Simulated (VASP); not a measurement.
# Pb (Im-3m) in VASP: further runs, part 2 of 2

VASP 6.6.1. Earlier steps stand in the parts before.

### 4 Single point, RPBE

This run uses another cell than the first one, of 33.20 Å³/atom, 1.136 times its volume.

File INCAR:

```
SYSTEM = Pb
ALGO = Normal
EDIFF = 1E-6
ENCUT = 520
GGA = RP
ISIF = 2
ISMEAR = -1
LASPH = .True.
LCHARG = .False.
LREAL = .False.
LWAVE = .False.
NBANDS = 13
NELM = 100
PREC = Accurate
SIGMA = 0.1
```

File KPOINTS:

```
k-points
0
Gamma
  12 12 12
  0 0 0
```

File POSCAR:

```
Pb
1.0
   -2.0247897331      2.0247897331      2.0247897331
    2.0247897331     -2.0247897331      2.0247897331
    2.0247897331      2.0247897331     -2.0247897331
Pb
1
Direct
    0.0000000000      0.0000000000      0.0000000000
```

Potentials or basis: VASP PAW PBE potentials, release 64 (Pb_d).

Command:

```sh
$ cat potpaw_PBE.64/Pb_d/POTCAR > POTCAR
$ mpirun -np 1 vasp_std > vasp.out
```

OUTCAR:

```text
SYSTEM = Pb
   EDIFF = 1E-6
   ENCUT = 520
   GGA = RP
   ISIF = 2
   ISMEAR = -1
   LASPH = .True.
   LREAL = .False.
   NELM = 100
   PREC = Accurate

 ion  position               nearest neighbor table
   1  0.000  0.000  0.000-

  LATTYP: Found a body centered cubic cell.
 ALAT       =     4.0495794662

  Lattice vectors:

 A1 = (  -2.0247897331,   2.0247897331,   2.0247897331)
 A2 = (   2.0247897331,  -2.0247897331,   2.0247897331)
 A3 = (   2.0247897331,   2.0247897331,  -2.0247897331)

Analysis of symmetry for initial positions (statically):
=====================================================================
 Subroutine PRICEL returns:
 Original cell was already a primitive cell.

 Routine SETGRP: Setting up the symmetry group for a
 body centered cubic supercell.

 Subroutine GETGRP returns: Found 48 space group operations
 (whereof 48 operations were pure point group operations)
 out of a pool of 48 trial point group operations.

The static configuration has the point symmetry O_h .

Analysis of symmetry for dynamics (positions and initial velocities):
=====================================================================
 Subroutine PRICEL returns:
 Original cell was already a primitive cell.

 Routine SETGRP: Setting up the symmetry group for a
 body centered cubic supercell.

 Subroutine GETGRP returns: Found 48 space group operations
 (whereof 48 operations were pure point group operations)
 out of a pool of 48 trial point group operations.

The dynamic configuration has the point symmetry O_h .

 Subroutine INISYM returns: Found 48 space group operations
 (whereof 48 operations are pure point group operations),
 and found     1 'primitive' translations

----------------------------------------------------------------------------------------

                                     Primitive cell

  volume of cell :      33.2047

  direct lattice vectors                    reciprocal lattice vectors
    -2.024789733  2.024789733  2.024789733     0.000000000  0.246939221  0.246939221
     2.024789733 -2.024789733  2.024789733     0.246939221  0.000000000  0.246939221
     2.024789733  2.024789733 -2.024789733     0.246939221  0.246939221  0.000000000

  length of vectors
     3.507038692  3.507038692  3.507038692     0.349224796  0.349224796  0.349224796

  position of ions in fractional coordinates (direct lattice)
     0.000000000  0.000000000  0.000000000

  ion indices of the primitive-cell ions
   primitive index   ion index
                 1           1

----------------------------------------------------------------------------------------

 KPOINTS: k-points

Automatic generation of k-mesh.
 Grid dimensions read from file:
 generate k-points for:   12   12   12

 Generating k-lattice:

  Cartesian coordinates                     Fractional coordinates (reciprocal lattice)
     0.000000000  0.020578268  0.020578268     0.083333333  0.000000000  0.000000000
     0.020578268  0.000000000  0.020578268     0.000000000  0.083333333  0.000000000
     0.020578268  0.020578268  0.000000000     0.000000000  0.000000000  0.083333333

  Length of vectors
     0.029102066  0.029102066  0.029102066

  Shift w.r.t. Gamma in fractional coordinates (k-lattice)
     0.000000000  0.000000000  0.000000000

 Subroutine IBZKPT returns following result:
 ===========================================

 Found     72 irreducible k-points:

 Following reciprocal coordinates:
            Coordinates               Weight
  0.000000  0.000000  0.000000      1.000000
  0.083333  0.000000  0.000000     12.000000
  0.166667  0.000000  0.000000     12.000000
  0.250000  0.000000  0.000000     12.000000
  0.333333  0.000000  0.000000     12.000000
  0.416667  0.000000  0.000000     12.000000
[... 16 lines left out ...]
  0.333333  0.083333  0.083333     24.000000
  0.416667  0.083333  0.083333     12.000000
 [... further k-points ...]
   k-points           NKPTS =     72   k-points in BZ     NKDIM =     72   number of bands    NBANDS=     13
   number of dos      NEDOS =    301   number of ions     NIONS =      1
   total plane-waves  NPLWV =  21952
   dimension x,y,z NGX =    28 NGY =   28 NGZ =   28
   dimension x,y,z NGXF=    56 NGYF=   56 NGZF=   56
   ions per type =               1
   NGX,Y,Z   is equivalent  to a cutoff of  13.27, 13.27, 13.27 a.u.
   NGXF,Y,Z  is equivalent  to a cutoff of  26.55, 26.55, 26.55 a.u.
 SYSTEM =  Pb
   PREC   = accura    normal or accurate (medium, high low for compatibility)
   ISTART =      0    job   : 0-new  1-cont  2-samecut
   ICHARG =      2    charge: 1-file 2-atom 10-const
   ISPIN  =      1    spin polarized calculation?
   LNONCOLLINEAR =      F non collinear calculations
   LSORBIT =      F    spin-orbit coupling
   LASPH  =      T    aspherical Exc in radial PAW
   ENCUT  =  520.0 eV  38.22 Ry    6.18 a.u.   6.52  6.52  6.52*2*pi/ulx,y,z
   NELM   =    100;   NELMIN=  2; NELMDL= -5     # of ELM steps
   EDIFF  = 0.1E-05   stopping-criterion for ELM
   LREAL  =      F    real-space projection
   EDIFFG = 0.1E-04   stopping-criterion for IOM
   NSW    =      0    number of steps for IOM
   IBRION =     -1    ionic relax: 0-MD 1-quasi-New 2-CG
   NFREE  =      0    steps in history (QN), initial steepest desc. (CG)
   ISIF   =      2    stress and relaxation
   ISYM   =      2    0-nonsym 1-usesym 2-fastsym
   POTIM  = 0.5000    time-step for ionic-motion
   TEBEG  =    0.0;   TEEND  =   0.0 temperature during run
   PSTRESS=    0.0 pullay stress
   NELECT =      14.0000    total number of electrons
   NUPDOWN=      -1.0000    fix difference up-down
   EMIN   =  10.00;   EMAX   =-10.00  energy-range for DOS
   EFERMI =   0.00;   METHOD = LEGACY
   ISMEAR =    -1;   SIGMA  =   0.10  broadening in eV -4-tet -1-fermi 0-gaus
   EFERMI_NEDOS =   21; number of points for ismear=-14 and -15
   IALGO  =     38    algorithm
   IMIX   =      4    mixing-type and parameters
     AMIX     =   0.40;   BMIX     =  1.00
     AMIX_MAG =   1.60;   BMIX_MAG =  1.00
  volume/ion in A,a.u.               =      33.20       224.08
  Fermi-wavevector in a.u.,A,eV,Ry     =   1.227583  2.319796 20.503441  1.506960
  Thomas-Fermi vector in A             =   2.362541
   LORBIT       =      0    0 simple, 1 ext, 2 COOP (PROOUT), +10 PAW based schemes
   GGA     = RP    functional components
   LHFCALC =     F    Hartree Fock is set to
   AEXX    =    0.0000 exact exchange contribution
   IVDW    =     0    specifies the selected vdW correction
   LEPSILON=     F    determine dielectric tensor
   LRPA    =     F    only Hartree local field effects (RPA)
 non-spin polarized calculation
  energy-cutoff  :      520.00
  volume of cell :       33.20
 maximum number of plane-waves:       935
 NGX is ok and might be reduce to    28
   NGX = 13   NGY = 13   NGZ = 13

 number of electron      13.9999999 magnetization

 Free energy of the ion-electron system (eV)
  ---------------------------------------------------
  ext. energy  EPLUGINS =         0.00000000
  ---------------------------------------------------
  free energy    TOTEN  =        -3.14652028 eV

  energy without entropy =       -3.12395777  energy(sigma->0) =       -3.13523902

 E-fermi :   6.4136     XC(G=0):  -9.6564

 val. band max:        6.3781205829   @ k =  -0.2500   0.3333   0.1667
 cond. band min:       6.4871063800   @ k =  -0.4167   0.4167   0.4167
 fundamental gap:      0.1089857971
 Fermi energy:         6.4135500569

 k-point     1 :       0.0000    0.0000    0.0000
  band No.  band energies     occupation
      1     -10.6965      2.00000
      2     -10.6965      2.00000
      3     -10.6965      2.00000
      4     -10.5135      2.00000
      5     -10.5135      2.00000
      6      -4.7297      2.00000
      7      13.3358      0.00000
      8      13.3358      0.00000
      9      13.3358      0.00000
     10      16.9337      0.00000
     11      17.3739      0.00000
     12      17.3739      0.00000
     13      17.3739      0.00000

 k-point     2 :       0.0833    0.0000    0.0000
  band No.  band energies     occupation
      1     -10.7007      2.00000
      2     -10.6908      2.00000
      3     -10.6774      2.00000
      4     -10.5182      2.00000
      5     -10.5140      2.00000
      6      -4.6015      2.00000
      7      12.0031      0.00000
      8      12.9223      0.00000
      9      13.1857      0.00000
     10      16.3951      0.00000
     11      16.9350      0.00000
[... 339 lines left out ...]
 k-point    24 :       0.4167    0.0833    0.0833
  band No.  band energies     occupation
      1     -10.7421      2.00000
      2     -10.6678      2.00000
      3     -10.5232      2.00000
      4     -10.5198      2.00000
      5     -10.4338      2.00000
      6      -1.2674      2.00000
      7       3.1259      2.00000
      8       8.1082      0.00000
      9       9.7465      0.00000
     10      15.6231      0.00000
     11      16.8979      0.00000
     12      20.0644      0.00000
     13      20.8981      0.00000

 [... further k-points ...]
[... 5 lines left out ...]
  --------------------------------------------------------------------------------------
  -------------------------------------------------------------------------------------
  Total        0.0300664      0.0300664      0.0300664     -0.0000000     -0.0000000      0.0000000
  in kB        1.4507498      1.4507498      1.4507498     -0.0000000     -0.0000000      0.0000000
  external PRESSURE =       1.4507498 kB  Pullay stress =       0.0000000 kB

 VOLUME and BASIS-vectors are now :
 -----------------------------------------------------------------------------
  energy-cutoff  :      520.00
  volume of cell :       33.20
      direct lattice vectors                 reciprocal lattice vectors
    -2.024789733  2.024789733  2.024789733     0.000000000  0.246939221  0.246939221
     2.024789733 -2.024789733  2.024789733     0.246939221  0.000000000  0.246939221
     2.024789733  2.024789733 -2.024789733     0.246939221  0.246939221  0.000000000

 POSITION                                       TOTAL-FORCE (eV/Angst)
 -----------------------------------------------------------------------------------
      0.00000      0.00000      0.00000        -0.000000      0.000000     -0.000000
 -----------------------------------------------------------------------------------
    total drift:                                0.000000     -0.000000      0.000000

  FREE ENERGIE OF THE ION-ELECTRON SYSTEM (eV)
  ---------------------------------------------------
  free  energy   TOTEN  =        -3.1465202752 eV

  energy  without entropy=       -3.1239577699  energy(sigma->0) =       -3.13523902
```

OSZICAR:

```text
N       E                     dE             d eps       ncg     rms          rms(c)
DAV:   1     0.110030914855E+03    0.11003E+03   -0.71672E+03  1877   0.123E+03
DAV:   2     0.229662118321E+01   -0.10773E+03   -0.10396E+03  1992   0.309E+02
DAV:   3    -0.301852417807E+01   -0.53151E+01   -0.52960E+01  2321   0.747E+01
DAV:   4    -0.314607110694E+01   -0.12755E+00   -0.12752E+00  2344   0.125E+01
DAV:   5    -0.315117735355E+01   -0.51062E-02   -0.51061E-02  2551   0.222E+00    0.427E-01
DAV:   6    -0.314677118621E+01    0.44062E-02   -0.91011E-03  2375   0.156E+00    0.238E-01
DAV:   7    -0.314633571037E+01    0.43548E-03   -0.48275E-03  2382   0.105E+00    0.899E-02
DAV:   8    -0.314652105420E+01   -0.18534E-03   -0.54904E-04  2242   0.330E-01    0.112E-02
DAV:   9    -0.314652039597E+01    0.65824E-06   -0.10601E-05  2519   0.491E-02    0.494E-03
DAV:  10    -0.314652027520E+01    0.12077E-06   -0.21545E-06  2107   0.134E-02
   1 F= -.31465203E+01 E0= -.31352390E+01  d E =-.225625E-01
```

Wall time 55 s (1 thread of AMD EPYC 7R13, shared host); peak memory 0.14 GiB.

What came out:

| Property | Result |
| --- | --- |
| Free energy | -3.1465 eV |
| Pressure | 0.1 GPa |
| Band gap on the k mesh | zero (band 7 reaches 13.34 eV, above the bottom of band 8 at 4.61 eV) |

Levels at points of the mesh, in eV from the Fermi level:
| k point | band 4 | band 5 | band 6 | band 7 | band 8 | band 9 | band 10 | band 11 |
| --- | --- | --- | --- | --- | --- | --- | --- | --- |
| (0.00, 0.00, 0.00) | -16.93 | -16.93 | -11.14 | 6.92 | 6.92 | 6.92 | 10.52 | 10.96 |
| (0.50, 0.00, 0.00) | -16.93 | -16.81 | -7.81 | -3.61 | 3.23 | 4.90 | 7.07 | 8.56 |
| (0.50, 0.50, 0.50) | -16.84 | -16.84 | -5.50 | -0.24 | -0.24 | -0.24 | 4.48 | 4.48 |

Caveat: the PAW data sets were made with another functional, which shifts forces and pressure a little; spin-orbit coupling is left out, which moves the levels of the heavy elements.

### 5 Single point, RPBE (volume scaled by 1.08)

File INCAR:

```
  PREC = Accurate
  ENCUT = 520
  EDIFF = 1E-7
  ISMEAR = -1
  SIGMA = 0.1
  LREAL = False
  LASPH = True
  NELM = 60
  ALGO = Normal
  ISIF = 2
  LWAVE = False
  LCHARG = False
  GGA = RP
  NBANDS = 13
```

File KPOINTS:

```
Automatic mesh
0
Gamma
  12 12 12
```

File POSCAR:

```
Pb
1.0
   -2.0774050444      2.0774050444      2.0774050444
    2.0774050444     -2.0774050444      2.0774050444
    2.0774050444      2.0774050444     -2.0774050444
Pb
1
Direct
    0.0000000000      0.0000000000      0.0000000000
```

Command:

```sh
$ cat potpaw_PBE.64/Pb_d/POTCAR > POTCAR
$ mpirun -np 1 vasp_std > vasp.out
```

Wall time 51 s (1 thread of AMD EPYC 7R13, shared host); peak memory 0.14 GiB.

The run converged. Its results:

* Free energy: -3.1302 eV
* Pressure: -2.1 GPa
* Band gap on the k mesh: zero (band 7 reaches 11.97 eV, above the bottom of band 8 at 4.05 eV)

Levels at points of the mesh, in eV from the Fermi level:
```csv
k point,band 3,band 4,band 5,band 6,band 7,band 8,band 9,band 10,band 11,band 12
"(0.00, 0.00, 0.00)",-17.08,-16.94,-16.94,-10.71,6.31,6.31,6.31,9.48,10.81,10.81
"(0.50, 0.00, 0.00)",-16.95,-16.94,-16.85,-7.79,-3.28,3.00,4.62,6.68,8.24,12.70
"(0.50, 0.50, 0.50)",-16.87,-16.87,-16.87,-5.80,-0.18,-0.18,-0.18,4.42,4.42,15.76
```

Caveat: the cell differs from its parent crystal (volume scaled by 1.08); the PAW data sets were made with another functional, which shifts forces and pressure a little; spin-orbit coupling is left out, which moves the levels of the heavy elements.

### 6 Overview

```tsv
cell	gap on the mesh (eV)	pressure (GPa)
a = 3.361 Å, angles 109.5°, 1 atom	none	6.0
a = 3.411 Å, angles 109.5°, 1 atom	none	3.6
a = 3.507 Å, angles 109.5°, 1 atom	none	0.1
a = 3.598 Å, angles 109.5°, 1 atom	none	-2.1
```

Alike in all rows: task single point; level RPBE; potentials or basis VASP PAW PBE potentials, release 64 (Pb_d); no spin polarisation; k mesh 12 × 12 × 12; cutoff (eV) 520; smearing fermi-dirac 0.1 eV.

Caveats: the PAW data sets were made with another functional, which shifts forces and pressure a little; spin-orbit coupling is left out, which moves the levels of the heavy elements.

Absolute energies hang on the potentials; compare differences alone.
